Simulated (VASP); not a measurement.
# SiNi3 (Pm-3m) in VASP: electric field gradients with PBE

Aim: the electric field gradients of SiNi3 with PBE.

All numbers are computed with VASP 6.6.1; they aren't measurements. Logs are shortened: lines on timing, memory, paths and dates and some standing lists are left out, and cuts for length are marked.

## Step 1: The cell of the first run

It takes space group Pm-3m (No. 221, cubic). Conventional cell: a = 3.551 Å, b = 3.551 Å, c = 3.551 Å, α = 90.00°, β = 90.00°, γ = 90.00°. Si (site symmetry m-3m) has 12 Ni at 2.51 Å within 3.3 Å. Ni (site symmetry 4/mmm) has 4 Si at 2.51 Å and 8 Ni at 2.51 Å within 3.3 Å.

## Step 2: Electric field gradients, PBE, collinear spin, ferromagnetic start

INCAR

```
SYSTEM = SiNi3
PREC     = Accurate       ! precision mode
ENCUT    = 520            ! plane-wave cutoff, eV
EDIFF    = 1E-8           ! SCF threshold, eV
ISMEAR   = -1             ! smearing method
SIGMA    = 0.02           ! smearing width, eV
LREAL    = .FALSE.        ! projectors in reciprocal space
LASPH    = .TRUE.         ! aspherical terms in the spheres
NELM     = 150            ! most SCF steps
ALGO     = Normal         ! electronic algorithm
ISIF     = 2              ! what is computed and relaxed
LWAVE    = .FALSE.        ! write WAVECAR
LCHARG   = .FALSE.        ! write CHGCAR
ISPIN    = 2              ! spin polarisation
MAGMOM   = 0 1.5 1.5 1.5  ! initial moments
LORBIT   = 11             ! projections on sites
LMAXMIX  = 4              ! l up to which the mixer works
GGA      = PE             ! functional
LEFG     = .TRUE.       
NBANDS   = 29             ! bands
```

KPOINTS

```
Automatic mesh
0
G
  12 12 12
  0 0 0
```

POSCAR

```
SiNi3
1.0
    3.5511000000      0.0000000000      0.0000000000
    0.0000000000      3.5511000000      0.0000000000
    0.0000000000      0.0000000000      3.5511000000
Si Ni
1 3
Direct
    0.0000000000      0.0000000000      0.0000000000
    0.0000000000      0.5000000000      0.5000000000
    0.5000000000      0.0000000000      0.5000000000
    0.5000000000      0.5000000000      0.0000000000
```

Potentials or basis: VASP PAW PBE potentials, release 64 (Si, Ni).

Launch:

```sh
$ cat potpaw_PBE.64/Si/POTCAR potpaw_PBE.64/Ni/POTCAR > POTCAR
$ mpirun -np 1 vasp_std > vasp.out
```

OUTCAR:

```text
SYSTEM = SiNi3
   PREC = Accurate
   ENCUT = 520
   EDIFF = 1E-8
   ISMEAR = -1
   LREAL = .FALSE.
   LASPH = .TRUE.
   NELM = 150
   ISIF = 2
   ISPIN = 2
   LORBIT = 11
   GGA = PE

 ion  position               nearest neighbor table
   1  0.000  0.000  0.000-   2 2.51   3 2.51   4 2.51   2 2.51   3 2.51   2 2.51   4 2.51   2 2.51
                             3 2.51   4 2.51   3 2.51   4 2.51
   2  0.000  0.500  0.500-   1 2.51   3 2.51   4 2.51   1 2.51   4 2.51   1 2.51   3 2.51   1 2.51
                             3 2.51   4 2.51   4 2.51   3 2.51
   3  0.500  0.000  0.500-   1 2.51   2 2.51   4 2.51   1 2.51   4 2.51   2 2.51   4 2.51   4 2.51
                             1 2.51   2 2.51   1 2.51   2 2.51
   4  0.500  0.500  0.000-   1 2.51   2 2.51   3 2.51   2 2.51   3 2.51   1 2.51   3 2.51   3 2.51
                             1 2.51   2 2.51   2 2.51   1 2.51

  LATTYP: Found a simple cubic cell.
 ALAT       =     3.5511000000

  Lattice vectors:

 A1 = (   3.5511000000,   0.0000000000,   0.0000000000)
 A2 = (   0.0000000000,   3.5511000000,   0.0000000000)
 A3 = (   0.0000000000,   0.0000000000,   3.5511000000)

Analysis of symmetry for initial positions (statically):
=====================================================================
 Subroutine PRICEL returns:
 Original cell was already a primitive cell.

 Routine SETGRP: Setting up the symmetry group for a
 simple cubic supercell.

 Subroutine GETGRP returns: Found 48 space group operations
 (whereof 48 operations were pure point group operations)
 out of a pool of 48 trial point group operations.

The static configuration has the point symmetry O_h .

Analysis of symmetry for dynamics (positions and initial velocities):
=====================================================================
 Subroutine PRICEL returns:
 Original cell was already a primitive cell.

 Routine SETGRP: Setting up the symmetry group for a
 simple cubic supercell.

 Subroutine GETGRP returns: Found 48 space group operations
 (whereof 48 operations were pure point group operations)
 out of a pool of 48 trial point group operations.

The dynamic configuration has the point symmetry O_h .
[... 1719 lines left out ...]

  FORCE on cell =-STRESS in cart. coord.  units (eV):
  Direction    XX          YY          ZZ          XY          YZ          ZX
  --------------------------------------------------------------------------------------
  -------------------------------------------------------------------------------------
  Total       -2.0549927     -2.0549927     -2.0549927      0.0000000      0.0000000     -0.0000000
  in kB      -73.5245133    -73.5245133    -73.5245133      0.0000000      0.0000000     -0.0000000
  external PRESSURE =     -73.5245133 kB  Pullay stress =       0.0000000 kB

 VOLUME and BASIS-vectors are now :
 -----------------------------------------------------------------------------
  energy-cutoff  :      520.00
  volume of cell :       44.78
      direct lattice vectors                 reciprocal lattice vectors
     3.551100000  0.000000000  0.000000000     0.281602884  0.000000000  0.000000000
     0.000000000  3.551100000  0.000000000     0.000000000  0.281602884  0.000000000
     0.000000000  0.000000000  3.551100000     0.000000000  0.000000000  0.281602884

 POSITION                                       TOTAL-FORCE (eV/Angst)
 -----------------------------------------------------------------------------------
      0.00000      0.00000      0.00000         0.000000      0.000000      0.000000
      0.00000      1.77555      1.77555         0.000000      0.000000      0.000000
      1.77555      0.00000      1.77555         0.000000      0.000000      0.000000
      1.77555      1.77555      0.00000         0.000000      0.000000      0.000000
 -----------------------------------------------------------------------------------
    total drift:                                0.000000      0.000000      0.000000

  FREE ENERGIE OF THE ION-ELECTRON SYSTEM (eV)
  ---------------------------------------------------
  free  energy   TOTEN  =       -23.6420565047 eV

  energy  without entropy=      -23.6389055612  energy(sigma->0) =      -23.64048103

 Electric field gradients (V/A^2)
---------------------------------------------------------------------
 ion       V_xx      V_yy      V_zz      V_xy      V_xz      V_yz
---------------------------------------------------------------------
   1      -0.000    -0.000    -0.000     0.000    -0.000    -0.000
   2     -40.408    20.204    20.204    -0.000     0.000     0.000
   3      20.204   -40.408    20.204    -0.000    -0.000    -0.000
   4      20.204    20.204   -40.408     0.000    -0.000    -0.000
---------------------------------------------------------------------

 Electric field gradients after diagonalization (V/A^2)
 (convention: |V_zz| > |V_xx| > |V_yy|)
----------------------------------------------------------------------
 ion       V_xx      V_yy      V_zz     asymmetry (V_yy - V_xx)/ V_zz
----------------------------------------------------------------------
   1      -0.000    -0.000    -0.000      -0.282
   2      20.204    20.204   -40.408       0.000
   3      20.204    20.204   -40.408       0.000
   4      20.204    20.204   -40.408       0.000
----------------------------------------------------------------------

           NMR quadrupolar parameters

 Cq : quadrupolar parameter    Cq=e*Q*V_zz/h
 eta: asymmetry parameters     (V_yy - V_xx)/ V_zz
 Q  : nuclear electric quadrupole moment in mb (millibarn)
----------------------------------------------------------------------
 ion       Cq(MHz)       eta       Q (mb)
----------------------------------------------------------------------
   1      -0.000      -0.282       1.000
   2      -0.098       0.000       1.000
   3      -0.098       0.000       1.000
   4      -0.098       0.000       1.000
----------------------------------------------------------------------

 total charge

# of ion       s       p       d       tot
------------------------------------------
    1        0.730   0.799   0.000   1.530
    2        0.468   0.531   8.391   9.390
    3        0.468   0.531   8.391   9.390
    4        0.468   0.531   8.391   9.390
--------------------------------------------------
tot          2.133   2.392  25.174  29.699

 magnetization (x)

# of ion       s       p       d       tot
------------------------------------------
    1        0.000   0.000   0.000   0.000
    2        0.000   0.000  -0.000  -0.000
    3        0.000   0.000  -0.000  -0.000
    4        0.000   0.000  -0.000  -0.000
--------------------------------------------------
tot          0.000   0.000  -0.000  -0.000
```

OSZICAR:

```text
N       E                     dE             d eps       ncg     rms          rms(c)
DAV:   1     0.206817725417E+03    0.20682E+03   -0.14660E+04  9952   0.153E+03
DAV:   2    -0.125991798603E+02   -0.21942E+03   -0.20367E+03  9774   0.300E+02
DAV:   3    -0.265396559064E+02   -0.13940E+02   -0.13067E+02 10928   0.913E+01
DAV:   4    -0.267929471058E+02   -0.25329E+00   -0.25271E+00 10969   0.120E+01
[... 12 lines left out ...]
DAV:  17    -0.236420561281E+02   -0.68045E-06   -0.86977E-07 12797   0.171E-02    0.293E-03
DAV:  18    -0.236420563413E+02   -0.21322E-06   -0.61268E-07 13454   0.123E-02    0.755E-04
DAV:  19    -0.236420564899E+02   -0.14860E-06   -0.14396E-07 10187   0.358E-03    0.339E-04
DAV:  20    -0.236420565029E+02   -0.12953E-07   -0.19281E-09  5447   0.521E-04    0.626E-05
DAV:  21    -0.236420565047E+02   -0.18476E-08   -0.67326E-10  5367   0.284E-04
   1 F= -.23642057E+02 E0= -.23640481E+02  d E =-.315094E-02  mag=    -0.0000
```

stdout:

```text
POSCAR found type information on POSCAR SiNi
 POSCAR found :  2 types and       4 ions
 scaLAPACK will be used
 LDA part: xc-table for (Slater+PW92), standard interpolation
 POSCAR, INCAR and KPOINTS ok, starting setup
 FFT: planning ... GRIDC
 FFT: planning ... GRID_SOFT
 FFT: planning ... GRID
 WAVECAR not read
 entering main loop
ion   1

ion   2

ion   3

ion   4
```

Wall time 7.1 min (1 thread of Oxide Virtual Turin-like, shared host); peak memory 0.24 GiB.

What came out:

| Property | Result |
| --- | --- |
| Free energy | -23.6421 eV |
| Pressure | -7.4 GPa |
| Band gap on the k mesh | zero (filled and empty bands overlap) |
| Net moment | 0.00 μB per cell |
| Largest electric field gradient by atom | Si -0.0; Ni -40.4 V/Å² |
| Valence electrons inside the program's atomic spheres | Si 1.53; Ni 9.39 |

Levels at points of the mesh, in eV from the Fermi level:
Spin up:
| k point | band 13 | band 14 | band 15 | band 16 | band 17 | band 18 | band 19 | band 20 | band 21 | band 22 |
| --- | --- | --- | --- | --- | --- | --- | --- | --- | --- | --- |
| (0.00, 0.00, 0.00) | -0.83 | -0.58 | -0.58 | -0.27 | 0.04 | 0.04 | 0.04 | 4.48 | 6.16 | 6.16 |
| (0.50, 0.00, 0.00) | -1.23 | -1.20 | -1.07 | -0.51 | 0.04 | 3.47 | 3.47 | 4.92 | 5.19 | 5.19 |
| (0.50, 0.50, 0.00) | -1.34 | -1.33 | -1.04 | -0.95 | -0.88 | 0.62 | 0.62 | 5.36 | 6.16 | 7.54 |
| (0.50, 0.50, 0.50) | -1.35 | -1.16 | -1.16 | -0.30 | -0.19 | -0.19 | -0.19 | 1.05 | 3.87 | 3.87 |
Spin down:
| k point | band 15 | band 16 | band 17 | band 18 | band 19 | band 20 |
| --- | --- | --- | --- | --- | --- | --- |
| (0.00, 0.00, 0.00) | -0.58 | -0.27 | 0.04 | 0.04 | 0.04 | 4.48 |
| (0.50, 0.00, 0.00) | -1.07 | -0.51 | 0.04 | 3.47 | 3.47 | 4.92 |
| (0.50, 0.50, 0.00) | -1.04 | -0.95 | -0.88 | 0.62 | 0.62 | 5.36 |
| (0.50, 0.50, 0.50) | -1.16 | -0.30 | -0.19 | -0.19 | -0.19 | 1.05 |

Electric field gradients, principal values (V/Å²):
```csv
atom,least,middle,greatest (by size)
1 Si,0.000,0.000,0.000
2 Ni,20.204,20.204,-40.408
3 Ni,20.204,20.204,-40.408
4 Ni,20.204,20.204,-40.408
```

Caveat: the cell stands under tension; the moments typed at the start vanished in this run; without QUAD_EFG the Cq values of the log hold for a quadrupole moment of 1 mb, not for the nuclei.
